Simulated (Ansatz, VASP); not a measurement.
**One calculation of BaTiO3, two programs**

```
Ba Ti O
1.0
     0.00000   -3.96987    3.96987
    -3.96987    3.96987    0.00000
    -3.96987   -3.96987   -3.96987
Ba Ti O
3 3 9
Direct
  0.66667 0.33333 0.16667
  0.33333 0.66667 0.83333
  0.00000 0.00000 0.50000
  0.00000 0.00000 0.00000
  0.66667 0.33333 0.66667
  0.33333 0.66667 0.33333
  0.50000 0.00000 0.50000
  0.16667 0.33333 0.16667
  0.83333 0.66667 0.83333
  0.16667 0.83333 0.16667
  0.83333 0.16667 0.83333
  0.50000 0.50000 0.50000
  0.66667 0.83333 0.16667
  0.33333 0.16667 0.83333
  0.00000 0.50000 0.50000
```

Alike in both runs: functional PBEsol; k mesh 6 × 6 × 4; occupations gaussian, width 0.02 eV; no spin polarisation.

Ansatz relaxed the structure, and its values are those at the end. VASP's run is a single point on that final structure, the one shown.

|  | VASP | Ansatz |
| --- | --- | --- |
| version | VASP 6.6.1 | Ansatz 0.2.0 |
| potentials or method | VASP PAW PBE potentials, release 64 (Ba_sv, Ti_sv, O), cutoff 520 eV | scalar-relativistic, plane waves, PAW |
| valence electrons in the cell | 120 | 120 |

Ansatz gave:

* gap on the k mesh at the Fermi level (eV): 1.82
* least direct gap on the mesh (eV): 1.89
* pressure (GPa): 0.0

Q: Which values does VASP return?

A: gap on the k mesh at the Fermi level (eV): 1.75; least direct gap on the mesh (eV): 1.87; pressure (GPa): 2.1.

VASP's potentials were made for PBE, not for PBEsol. The functional is the same, so the differences come from potentials, cutoffs and numerics.

Neither program's run includes spin-orbit coupling.
